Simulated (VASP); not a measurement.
# Si16Ge (a cell with a defect) in VASP: further runs, part 2 of 2

VASP 6.6.1. The steps go on from the part before.

### 3 Single point, LDA

INCAR

```
PREC     = Accurate       # precision mode
ENCUT    = 520            # plane-wave cutoff, eV
EDIFF    = 1E-6           # SCF threshold, eV
ISMEAR   = 0              # smearing method
SIGMA    = 0.02           # smearing width, eV
LREAL    = Auto         
LASPH    = T              # aspherical terms in the spheres
NELM     = 100            # most SCF steps
ALGO     = Normal         # electronic algorithm
ISIF     = 2              # what is computed and relaxed
LWAVE    = F              # write WAVECAR
LCHARG   = F              # write CHGCAR
NBANDS   = 53             # bands
```

KPOINTS

```
regular mesh
0
Gamma
  2 2 2
```

POSCAR

```
Si16Ge
1.0
    0.0000000000      5.4300000000      5.4300000000
    5.4300000000      0.0000000000      5.4300000000
    5.4300000000      5.4300000000      0.0000000000
Si Ge
16 1
Direct
    0.0002168995      0.0009292885      0.0014778910
    0.1247644334      0.1249957222      0.1255349012
    0.0006937896      0.0004185746      0.4982111705
    0.1196905745      0.1198660860      0.6306304071
    0.0007493740      0.4976687405      0.0009260921
    0.1198842378      0.6299422910      0.1205113120
   -0.0110781232      0.5018384142      0.5027359801
    0.1216524743      0.6281125078      0.6286331790
    0.4974355246      0.0009672347      0.0014366936
    0.6279391689      0.1218675482      0.1223115488
    0.5016624023     -0.0108954521      0.5071643966
    0.6296863575      0.1200475597      0.6304451694
    0.5021099316      0.5067217739     -0.0104343079
    0.6298992793      0.6301226684      0.1203282091
    0.5065539029      0.5022953922      0.5022795871
    0.6248009725      0.6249894414      0.6254601576
    0.3748021006      0.3749929688      0.3754548429
```

Potentials or basis: VASP PAW LDA potentials, release 64 (Si, Ge_d).

Launch:

```bash
$ cat potpaw_LDA.64/Si/POTCAR potpaw_LDA.64/Ge_d/POTCAR > POTCAR
$ mpirun -np 1 vasp_std > vasp.out
```

OUTCAR:

```text
PREC = Accurate
   ENCUT = 520
   EDIFF = 1E-6
   ISMEAR = 0
   LREAL = Auto
   LASPH = T
   NELM = 100
   ISIF = 2

 ion  position               nearest neighbor table
   1  0.000  0.001  0.001-   4 2.33   6 2.33  10 2.33   2 2.34
   2  0.125  0.125  0.126-   1 2.34   9 2.34   5 2.34   3 2.34
   3  0.001  0.000  0.498-   4 2.33  12 2.33   8 2.33   2 2.34
   4  0.120  0.120  0.631-   1 2.33   3 2.33  11 2.40   7 2.40  17 2.77
   5  0.001  0.498  0.001-  14 2.33   6 2.33   8 2.33   2 2.34
   6  0.120  0.630  0.121-   1 2.33   5 2.33   7 2.40  13 2.40  17 2.77
   7  0.989  0.502  0.503-  16 2.28   4 2.40   6 2.40   8 2.41  17 2.42
   8  0.122  0.628  0.629-   5 2.33   3 2.33  15 2.41   7 2.41  17 2.75
   9  0.497  0.001  0.001-  14 2.33  12 2.33  10 2.33   2 2.34
  10  0.628  0.122  0.122-   1 2.33   9 2.33  11 2.41  13 2.41  17 2.75
  11  0.502  0.989  0.507-  16 2.28   4 2.40  12 2.40  10 2.41  17 2.42
  12  0.630  0.120  0.630-   9 2.33   3 2.33  11 2.40  15 2.40  17 2.77
  13  0.502  0.507  0.990-  16 2.28  14 2.40   6 2.40  10 2.41  17 2.42
  14  0.630  0.630  0.120-   9 2.33   5 2.33  15 2.40  13 2.40  17 2.77
  15  0.507  0.502  0.502-  16 2.28  14 2.40  12 2.40   8 2.41  17 2.42
  16  0.625  0.625  0.625-  13 2.28  11 2.28   7 2.28  15 2.28
[... 212 lines left out ...]
      4     -18.4586      2.00000
      5     -18.4562      2.00000
      6      -6.6091      2.00000
[... 421 lines left out ...]
     50      10.1906      0.00000
     51      10.2155      0.00000
 [bands above 51 left out]

------------------------ aborting loop because EDIFF is reached ----------------------------------------

  FORCE on cell =-STRESS in cart. coord.  units (eV):
  Direction    XX          YY          ZZ          XY          YZ          ZX
  --------------------------------------------------------------------------------------
  -------------------------------------------------------------------------------------
  Total        5.1990468      6.0158074      6.1041909      0.0019947     -0.0043312     -0.0018930
  in kB       26.0138614     30.1005910     30.5428249      0.0099805     -0.0216713     -0.0094718
  external PRESSURE =      28.8857591 kB  Pullay stress =       0.0000000 kB

 VOLUME and BASIS-vectors are now :
 -----------------------------------------------------------------------------
  energy-cutoff  :      520.00
  volume of cell :      320.21
      direct lattice vectors                 reciprocal lattice vectors
     0.000000000  5.430000000  5.430000000    -0.092081031  0.092081031  0.092081031
     5.430000000  0.000000000  5.430000000     0.092081031 -0.092081031  0.092081031
     5.430000000  5.430000000  0.000000000     0.092081031  0.092081031 -0.092081031

 POSITION                                       TOTAL-FORCE (eV/Angst)
 -----------------------------------------------------------------------------------
      0.01307      0.00920      0.00622        -0.000797     -0.000947     -0.001620
      1.36038      1.35913      1.35620        -0.001874     -0.001162      0.000811
      2.70756      2.70905      0.00604         0.000114      0.001255     -0.002482
      4.07520      4.07424      1.30079         0.000284     -0.000472     -0.001780
      2.70737      0.00910      2.70641        -0.000312     -0.001397      0.002427
      4.07496      1.30535      4.07156         0.000922     -0.000638     -0.000977
[... 9 lines left out ...]
      6.78994      6.78892      6.78636        -0.003243     -0.001804      0.001408
      4.07493      4.07390      4.07139         0.001298      0.000544     -0.000595
 -----------------------------------------------------------------------------------
    total drift:                               -0.004447     -0.001113      0.002342

  FREE ENERGIE OF THE ION-ELECTRON SYSTEM (eV)
  ---------------------------------------------------
  free  energy   TOTEN  =       -96.5115718818 eV

  energy  without entropy=      -96.5110531308  energy(sigma->0) =      -96.51131251
```

stdout:

```text
POSCAR found type information on POSCAR SiGe
 POSCAR found :  2 types and      17 ions
 scaLAPACK will be used
 LDA part: xc-table for (Slater(with rela. corr.)+CA(PZ))
 , standard interpolation
 POSCAR, INCAR and KPOINTS ok, starting setup
 FFT: planning ... GRIDC
 FFT: planning ... GRID_SOFT
 FFT: planning ... GRID
 WAVECAR not read
 entering main loop
```

Run time: 2.6 min. Hardware: 1 thread of AMD EPYC 9R45 (Zen 5), shared host; peak memory 0.37 GiB.

What came out:

| Item | Value |
| --- | --- |
| Free energy | -96.5116 eV |
| Pressure | 2.9 GPa |
| Largest force | 0.009 eV/Å |
| Band gap on the k mesh | zero (band 39 reaches 6.87 eV, above the bottom of band 40 at 6.55 eV) |

Forces in eV/Å, atoms in the order of the input:
```
Si  -0.001 -0.001 -0.002
Si  -0.002 -0.001  0.001
Si   0.000  0.001 -0.002
Si   0.000  0.000 -0.002
Si   0.000 -0.001  0.002
Si   0.001 -0.001 -0.001
Si   0.008 -0.003 -0.002
Si  -0.001 -0.001  0.001
Si  -0.001  0.000  0.002
Si  -0.001  0.000  0.000
Si  -0.004  0.006 -0.003
Si   0.000  0.001  0.001
Si  -0.006 -0.005  0.002
Si   0.001  0.001  0.002
Si   0.008  0.004  0.001
Si  -0.003 -0.002  0.001
Ge   0.001  0.001 -0.001
```

Stress tensor (GPa, compression positive):
```
2.60 0.00 0.00
0.00 3.01 0.00
0.00 0.00 3.05
```

Caveat: the k points lie up to 0.50 Å⁻¹ apart.

### 4 Single point, LDA

INCAR

```
SYSTEM = Si16Ge
PREC = Accurate
ENCUT = 520
EDIFF = 1E-6
ISMEAR = 0
SIGMA = 0.02
LREAL = Auto
LASPH = .TRUE.
NELM = 60
ALGO = Normal
ISIF = 2
LWAVE = .FALSE.
LCHARG = .FALSE.
GGA = CA
NBANDS = 53
```

KPOINTS

```
Automatic mesh
0
G
  2 2 2
  0 0 0
```

POSCAR

```
Si16Ge
1.0
    0.0000000000      5.4300000000      5.4300000000
    5.4300000000      0.0000000000      5.4300000000
    5.4300000000      5.4300000000      0.0000000000
Si Ge
16 1
Direct
    0.0050593002     -0.0054220994     -0.0043023941
    0.1363732965      0.1234611418      0.1183025783
    0.0035709024     -0.0039313076      0.5033031308
    0.1244246777      0.1264637201      0.6244174954
    0.0060851750      0.5047595764     -0.0053551565
    0.1250825046      0.6233088398      0.1275836096
    0.0005287293      0.4991244936      0.5002429098
    0.1246831492      0.6237159300      0.6241577348
    0.5004860958     -0.0008363720      0.0002312155
    0.6222499079      0.1172386740      0.1245101289
    0.4949241252     -0.0064639042      0.5058333333
    0.6185643646      0.1209356354      0.6361153775
    0.4974366483      0.5022392265     -0.0028406998
    0.6247886740      0.6350481584      0.1219930939
    0.4959537753      0.5037248619      0.5047784530
    0.6278687845      0.6230483425      0.6248070902
    0.7505123389      0.2491388582      0.2502327808
```

Potentials or basis: VASP PAW LDA potentials, release 64 (Si, Ge_d).

Launch:

```bash
$ cat potpaw_LDA.64/Si/POTCAR potpaw_LDA.64/Ge_d/POTCAR > POTCAR
$ mpirun -np 1 vasp_std > vasp.out
```

OUTCAR:

```text
SYSTEM = Si16Ge
   PREC = Accurate
   ENCUT = 520
   EDIFF = 1E-6
   ISMEAR = 0
   LREAL = Auto
   LASPH = .TRUE.
   NELM = 60
   ISIF = 2
   GGA = CA

 ion  position               nearest neighbor table
   1  0.005  0.995  0.996-   6 2.33   4 2.33   2 2.40  10 2.40  17 2.76
   2  0.136  0.123  0.118-   9 2.28   5 2.39   1 2.40   3 2.41  17 2.42
   3  0.004  0.996  0.503-   8 2.34   4 2.34   2 2.41  12 2.41  17 2.75
   4  0.124  0.126  0.624-  11 2.32   1 2.33   3 2.34   7 2.34
   5  0.006  0.505  0.995-   6 2.32   8 2.32  14 2.39   2 2.39  17 2.78
   6  0.125  0.623  0.128-   5 2.32   1 2.33  13 2.34   7 2.34
[... 657 lines left out ...]
  in kB       29.2040164     26.1703551     31.3386241     -0.0195225     -0.0001992     -0.0006064
  external PRESSURE =      28.9043319 kB  Pullay stress =       0.0000000 kB

 VOLUME and BASIS-vectors are now :
 -----------------------------------------------------------------------------
  energy-cutoff  :      520.00
  volume of cell :      320.21
      direct lattice vectors                 reciprocal lattice vectors
     0.000000000  5.430000000  5.430000000    -0.092081031  0.092081031  0.092081031
     5.430000000  0.000000000  5.430000000     0.092081031 -0.092081031  0.092081031
     5.430000000  5.430000000  0.000000000     0.092081031  0.092081031 -0.092081031

 POSITION                                       TOTAL-FORCE (eV/Angst)
 -----------------------------------------------------------------------------------
     10.80720      5.43411      5.42803        -0.001620     -0.001108      0.000293
      1.31278      1.38289      1.41090        -0.007697      0.018295     -0.012392
      8.14159      2.75233      5.42804         0.000384      0.001246      0.000368
      4.07729      4.06621      1.36232        -0.004177     -0.005453     -0.015380
      8.14177      5.43396      2.77389        -0.000165      0.000021      0.001244
      4.07735      1.37198      4.06377        -0.001128      0.008190      0.013596
[... 9 lines left out ...]
      6.77585      6.80203      6.79248         0.001777      0.007846     -0.012798
      2.71159      5.43405      5.42811         0.000275     -0.000800     -0.000821
 -----------------------------------------------------------------------------------
    total drift:                                0.001720      0.003712      0.001972

  FREE ENERGIE OF THE ION-ELECTRON SYSTEM (eV)
  ---------------------------------------------------
  free  energy   TOTEN  =       -96.5113943095 eV

  energy  without entropy=      -96.5111647844  energy(sigma->0) =      -96.51127955
```

stdout:

```text
POSCAR found type information on POSCAR SiGe
 POSCAR found :  2 types and      17 ions
 scaLAPACK will be used
 LDA part: xc-table for (Slater(with rela. corr.)+CA(PZ))
 , standard interpolation
 POSCAR, INCAR and KPOINTS ok, starting setup
 FFT: planning ... GRIDC
 FFT: planning ... GRID_SOFT
 FFT: planning ... GRID
 WAVECAR not read
 entering main loop
```

Wall time 2.6 min (1 thread of AMD EPYC 9R45 (Zen 5), shared host); peak memory 0.37 GiB.

Results:

```
Free energy            : -96.5114 eV
Pressure               : 2.9 GPa
Largest force          : 0.024 eV/Å
Band gap on the k mesh : zero (band 39 reaches 6.87 eV, above the bottom of band 40 at 6.55 eV)
```

Forces in eV/Å, atoms in the order of the input:
```
Si  -0.002 -0.001  0.000
Si  -0.008  0.018 -0.012
Si   0.000  0.001  0.000
Si  -0.004 -0.005 -0.015
Si   0.000  0.000  0.001
Si  -0.001  0.008  0.014
Si   0.001 -0.002  0.000
Si   0.002 -0.008  0.014
Si   0.001 -0.002  0.001
Si  -0.006 -0.017  0.012
Si   0.000  0.000  0.001
Si   0.007  0.018  0.013
Si  -0.002  0.000 -0.001
Si   0.007 -0.019 -0.013
Si   0.002  0.001 -0.001
Si   0.002  0.008 -0.013
Ge   0.000 -0.001 -0.001
```

Stress tensor (GPa, compression positive):
```
2.92 0.00 0.00
0.00 2.62 0.00
0.00 0.00 3.13
```

Levels at points of the mesh, in eV from the Fermi level:
| k point | band 35 | band 36 | band 37 | band 38 | band 39 | band 40 | band 41 | band 42 | band 43 | band 44 |
| --- | --- | --- | --- | --- | --- | --- | --- | --- | --- | --- |
| (0.00, 0.00, 0.00) | -1.66 | -0.77 | -0.73 | -0.71 | -0.27 | -0.25 | -0.22 | -0.03 | 0.03 | 0.40 |
| (0.50, 0.00, 0.00) | -1.46 | -1.45 | -1.41 | -1.39 | -0.34 | 0.51 | 0.54 | 0.86 | 0.86 | 1.22 |
| (0.00, 0.50, 0.00) | -1.46 | -1.45 | -1.41 | -1.39 | -0.34 | 0.51 | 0.54 | 0.86 | 0.86 | 1.22 |
| (0.00, 0.00, 0.50) | -1.46 | -1.45 | -1.41 | -1.39 | -0.34 | 0.51 | 0.54 | 0.86 | 0.86 | 1.22 |
| (0.50, 0.50, 0.50) | -1.46 | -1.45 | -1.41 | -1.39 | -0.34 | 0.51 | 0.54 | 0.86 | 0.86 | 1.22 |
| (0.50, 0.50, 0.00) | -2.03 | -2.02 | -1.80 | -1.28 | 0.05 | 0.79 | 1.03 | 1.03 | 1.08 | 1.90 |
| (0.00, 0.50, 0.50) | -2.02 | -2.00 | -1.83 | -1.29 | 0.06 | 0.79 | 1.00 | 1.04 | 1.09 | 1.92 |
| (0.50, 0.00, 0.50) | -2.00 | -1.99 | -1.86 | -1.32 | 0.07 | 0.79 | 1.01 | 1.04 | 1.06 | 1.95 |

Caveat: the k points lie up to 0.50 Å⁻¹ apart.
